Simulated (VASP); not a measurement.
# LiBe (Pm-3m) in VASP: notebook, part 2 of 2

VASP 6.6.1. The steps go on from the part before.

## (3) Single point, r2SCAN

Contents of POSCAR:

```
LiBe
1.0
    2.8111500000      0.0000000000      0.0000000000
    0.0000000000      2.8111500000      0.0000000000
    0.0000000000      0.0000000000      2.8111500000
Li Be
1 1
Direct
    0.0000000000      0.0000000000      0.0000000000
    0.5000000000      0.5000000000      0.5000000000
```

Contents of INCAR.step1:

```
SYSTEM = LiBe
  ALGO = Normal
  EDIFF = 1E-4
  ENCUT = 520
  GGA = PE
  ISMEAR = -1
  LASPH = .TRUE.
  LCHARG = .FALSE.
  LREAL = .FALSE.
  LWAVE = .TRUE.
  NBANDS = 10
  NELM = 60
  PREC = Accurate
  SIGMA = 0.15
```

Contents of INCAR.step2:

```
SYSTEM = LiBe
  ALGO = Normal
  EDIFF = 1E-6
  ENCUT = 520
  ISIF = 2
  ISMEAR = -1
  ISTART = 1
  LASPH = .TRUE.
  LCHARG = .FALSE.
  LMIXTAU = .TRUE.
  LREAL = .FALSE.
  LWAVE = .FALSE.
  METAGGA = R2SCAN
  NBANDS = 10
  NELM = 60
  PREC = Accurate
  SIGMA = 0.15
```

Contents of KPOINTS:

```
k-points
0
G
  8 8 8
  0 0 0
```

Potentials or basis: VASP PAW PBE potentials, release 64 (Li_sv, Be).

Launch:

```bash
$ cat potpaw_PBE.64/Li_sv/POTCAR potpaw_PBE.64/Be/POTCAR > POTCAR
$ cp INCAR.step1 INCAR
$ mpirun -np 1 vasp_std > vasp.out
$ cp INCAR.step2 INCAR
$ mpirun -np 1 vasp_std > vasp.out
```

OUTCAR:

```text
SYSTEM = LiBe
   EDIFF = 1E-6
   ENCUT = 520
   ISIF = 2
   ISMEAR = -1
   ISTART = 1
   LASPH = .TRUE.
   LREAL = .FALSE.
   METAGGA = R2SCAN
   NELM = 60
   PREC = Accurate

 ion  position               nearest neighbor table
   1  0.000  0.000  0.000-   2 2.43   2 2.43   2 2.43   2 2.43   2 2.43   2 2.43   2 2.43   2 2.43

   2  0.500  0.500  0.500-   1 2.43   1 2.43   1 2.43   1 2.43   1 2.43   1 2.43   1 2.43   1 2.43

  LATTYP: Found a simple cubic cell.
 ALAT       =     2.8111500000

  Lattice vectors:

 A1 = (   2.8111500000,   0.0000000000,   0.0000000000)
 A2 = (   0.0000000000,   2.8111500000,   0.0000000000)
 A3 = (   0.0000000000,   0.0000000000,   2.8111500000)

Analysis of symmetry for initial positions (statically):
=====================================================================
 Subroutine PRICEL returns:
 Original cell was already a primitive cell.

 Routine SETGRP: Setting up the symmetry group for a
 simple cubic supercell.

 Subroutine GETGRP returns: Found 48 space group operations
 (whereof 48 operations were pure point group operations)
 out of a pool of 48 trial point group operations.

The static configuration has the point symmetry O_h .

Analysis of symmetry for dynamics (positions and initial velocities):
=====================================================================
 Subroutine PRICEL returns:
 Original cell was already a primitive cell.

 Routine SETGRP: Setting up the symmetry group for a
 simple cubic supercell.

 Subroutine GETGRP returns: Found 48 space group operations
 (whereof 48 operations were pure point group operations)
 out of a pool of 48 trial point group operations.

The dynamic configuration has the point symmetry O_h .

 Subroutine INISYM returns: Found 48 space group operations
 (whereof 48 operations are pure point group operations),
 and found     1 'primitive' translations

----------------------------------------------------------------------------------------

                                     Primitive cell

[... 112 lines left out ...]
  Fermi-wavevector in a.u.,A,eV,Ry     =   0.995820  1.881827 13.492317  0.991657
  Thomas-Fermi vector in A             =   2.127866
   LORBIT       =      0    0 simple, 1 ext, 2 COOP (PROOUT), +10 PAW based schemes
   METAGGA = R2SCAN    functional components
   LHFCALC =     F    Hartree Fock is set to
   AEXX    =    0.0000 exact exchange contribution
   IVDW    =     0    specifies the selected vdW correction
   LEPSILON=     F    determine dielectric tensor
   LRPA    =     F    only Hartree local field effects (RPA)
 non-spin polarized calculation
  energy-cutoff  :      520.00
  volume of cell :       22.22
 maximum number of plane-waves:       624
 NGX is ok and might be reduce to    24
   NGX = 11   NGY = 11   NGZ = 11

 number of electron       5.0000006 magnetization

 Free energy of the ion-electron system (eV)
  ---------------------------------------------------
  ext. energy  EPLUGINS =         0.00000000
  ---------------------------------------------------
  free energy    TOTEN  =        -5.97639921 eV

  energy without entropy =       -5.92585976  energy(sigma->0) =       -5.95112949

 E-fermi :   2.8087     XC(G=0):  -9.7235

 val. band max:        2.6904592329   @ k =   0.3750   0.2500   0.1250
 cond. band min:       2.9599877133   @ k =   0.5000   0.5000   0.2500
 fundamental gap:      0.2695284804
 Fermi energy:         2.8087218194

 k-point     1 :       0.0000    0.0000    0.0000
  band No.  band energies     occupation
      1     -43.4401      2.00000
      2      -4.0933      2.00000
      3       9.7124      0.00000
      4       9.7124      0.00000
      5       9.7124      0.00000
      6      14.0818      0.00000
      7      14.0818      0.00000
      8      23.4723      0.00000
      9      24.7240      0.00000
     10      24.7240      0.00000
[... 287 lines left out ...]
 k-point    24 :       0.5000    0.3750    0.1250
  band No.  band energies     occupation
      1     -43.4005      2.00000
      2       1.1464      1.99997
      3       1.8034      1.99755
      4       5.7955      0.00000
      5       9.9423      0.00000
      6      13.2649      0.00000
      7      16.9263      0.00000
      8      17.9941      0.00000
      9      21.0561      0.00000
     10      26.1158      0.00000

 [... further k-points ...]
[... 5 lines left out ...]
  --------------------------------------------------------------------------------------
  -------------------------------------------------------------------------------------
  Total        0.1408833      0.1408833      0.1408833     -0.0000000     -0.0000000      0.0000000
  in kB       10.1605705     10.1605705     10.1605705     -0.0000000     -0.0000000      0.0000000
  external PRESSURE =      10.1605705 kB  Pullay stress =       0.0000000 kB

 VOLUME and BASIS-vectors are now :
 -----------------------------------------------------------------------------
  energy-cutoff  :      520.00
  volume of cell :       22.22
      direct lattice vectors                 reciprocal lattice vectors
     2.811150000  0.000000000  0.000000000     0.355726304  0.000000000  0.000000000
     0.000000000  2.811150000  0.000000000     0.000000000  0.355726304  0.000000000
     0.000000000  0.000000000  2.811150000     0.000000000  0.000000000  0.355726304

 POSITION                                       TOTAL-FORCE (eV/Angst)
 -----------------------------------------------------------------------------------
      0.00000      0.00000      0.00000         0.000000      0.000000      0.000000
      1.40558      1.40558      1.40558         0.000000      0.000000      0.000000
 -----------------------------------------------------------------------------------
    total drift:                               -0.000000      0.000000      0.000000

  FREE ENERGIE OF THE ION-ELECTRON SYSTEM (eV)
  ---------------------------------------------------
  free  energy   TOTEN  =        -5.9763992093 eV

  energy  without entropy=       -5.9258597649  energy(sigma->0) =       -5.95112949
```

OUTCAR.step1:

```text
SYSTEM = LiBe
   EDIFF = 1E-4
   ENCUT = 520
   GGA = PE
   ISMEAR = -1
   LASPH = .TRUE.
   LREAL = .FALSE.
[... 533 lines left out ...]
      0.00000      0.00000      0.00000         0.000000      0.000000      0.000000
      1.40558      1.40558      1.40558         0.000000      0.000000      0.000000
 -----------------------------------------------------------------------------------
    total drift:                                0.000000      0.000000      0.000000

  FREE ENERGIE OF THE ION-ELECTRON SYSTEM (eV)
  ---------------------------------------------------
  free  energy   TOTEN  =        -4.9631850335 eV

  energy  without entropy=       -4.9101820398  energy(sigma->0) =       -4.93668354
```

OSZICAR.step1:

```text
N       E                     dE             d eps       ncg     rms          rms(c)
DAV:   1     0.329620776870E+01    0.32962E+01   -0.14457E+03   700   0.388E+02
DAV:   2    -0.476207255063E+01   -0.80583E+01   -0.76397E+01   932   0.737E+01
DAV:   3    -0.496504056073E+01   -0.20297E+00   -0.20233E+00   890   0.929E+00
DAV:   4    -0.496812425387E+01   -0.30837E-02   -0.30816E-02   904   0.102E+00
DAV:   5    -0.496815606102E+01   -0.31807E-04   -0.31801E-04   848   0.101E-01    0.614E-01
DAV:   6    -0.496415402162E+01    0.40020E-02   -0.13937E-03  1072   0.173E-01    0.388E-01
DAV:   7    -0.496324735060E+01    0.90667E-03   -0.34802E-03   920   0.312E-01    0.516E-02
DAV:   8    -0.496318503351E+01    0.62317E-04   -0.14842E-04   860   0.807E-02
   1 F= -.49631850E+01 E0= -.49366835E+01  d E =-.530030E-01
```

It took 30 s on 1 thread of Intel Xeon 8259CL, shared host; peak memory 0.14 GiB.

What came out:

```yaml
Free_energy: -5.9764 eV
Band_gap_on_the_k_mesh: zero (an odd number of electrons rules out a gap without spin polarisation)
```

Levels at points of the mesh, in eV from the Fermi level:
```tsv
k point	band 1	band 2	band 3	band 4	band 5	band 6	band 7
(0.00, 0.00, 0.00)	-46.25	-6.90	6.90	6.90	6.90	11.27	11.27
(0.50, 0.00, 0.00)	-46.23	-4.04	-2.30	9.90	9.90	14.16	14.16
(0.50, 0.50, 0.00)	-46.21	-1.03	-1.03	1.47	6.63	11.90	17.50
(0.50, 0.50, 0.50)	-46.19	2.71	2.71	2.71	5.44	5.44	5.44
```

Caveat: the cutoff is under 1.25 times the usual one of these potentials, so pressure, stress and relaxed cells hold a basis-set (Pulay) error; the PAW data sets were made with another functional, which shifts forces and pressure a little.
